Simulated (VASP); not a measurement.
# Pd: single point with PBEsol

Pd:

```
Pd
1.0
     0.00000    1.86279    1.86279
     1.86279    0.00000    1.86279
     1.86279    1.86279    0.00000
Pd
1
Cartesian
  0.0000 0.0000 0.0000
```

```yaml
Program: VASP 6.6.1
Task: single point
Functional: PBEsol
Potentials_or_basis: VASP PAW PBE potentials, release 64 (Pd)
Cutoff: 520 eV
k_mesh: 8 × 8 × 8
Occupations: gaussian, width 0.1 eV
Spin: no spin polarisation
```

* Pressure: 33.9 GPa
* Band gap on the k mesh: zero (band 5 reaches 12.47 eV, above the bottom of band 6 at 10.47 eV)

Levels at points of the mesh, in eV from the Fermi level:
```tsv
k point	band 3	band 4	band 5	band 6	band 7	band 8
(0.00, 0.00, 0.00)	-3.61	-3.61	-1.59	-1.59	16.97	22.50
(0.50, 0.00, 0.00)	-3.68	-0.08	-0.08	0.50	8.32	16.36
(0.50, 0.50, 0.00)	-0.12	0.32	0.32	3.14	12.08	13.71
```

Wall time 2.7 s on 1 thread of Intel(R) Xeon(R) 6975P-C (Granite Rapids), with other jobs on the host, peak memory 0.12 GiB.

Caveat: the k points lie up to 0.37 Å⁻¹ apart; the PAW data sets were made with another functional, which shifts forces and pressure a little.
